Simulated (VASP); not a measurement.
CdSe, 16 atoms in the cell. The typed cell holds 16 atoms: a = 8.039 Å, b = 8.039 Å, c = 8.039 Å, α = 60.00°, β = 60.00°, γ = 60.00°. 

- Program: VASP 6.6.1
- Task: single point
- Functional: r2SCAN
- Potentials or basis: VASP PAW PBE potentials, release 64 (Cd, Se)
- Cutoff: 520 eV
- k mesh: 2 × 2 × 2
- Occupations: fermi-dirac, width 0.052 eV
- Spin: no spin polarisation
- Dipole correction: no
- Further INCAR settings: LREAL = Auto; ALGO = Normal; EDIFF = 1e-07; NBANDS = 86

Potentials or basis: VASP PAW PBE potentials, release 64 (Cd, Se).

Launch:

```bash
$ cat potpaw_PBE.64/Cd/POTCAR potpaw_PBE.64/Se/POTCAR > POTCAR
$ cp INCAR.step1 INCAR
$ mpirun -np 1 vasp_std > vasp.out
$ cp INCAR.step2 INCAR
$ mpirun -np 1 vasp_std > vasp.out
```

Hardware: 1 thread of Oxide Virtual Turin-like Processor, with other jobs on the host.

Q: Estimate the wall time of this run.

A: It took 45 min on 1 thread of Oxide Virtual Turin-like Processor, with other jobs on the host, peak memory 0.59 GiB. Counts: k points 8.
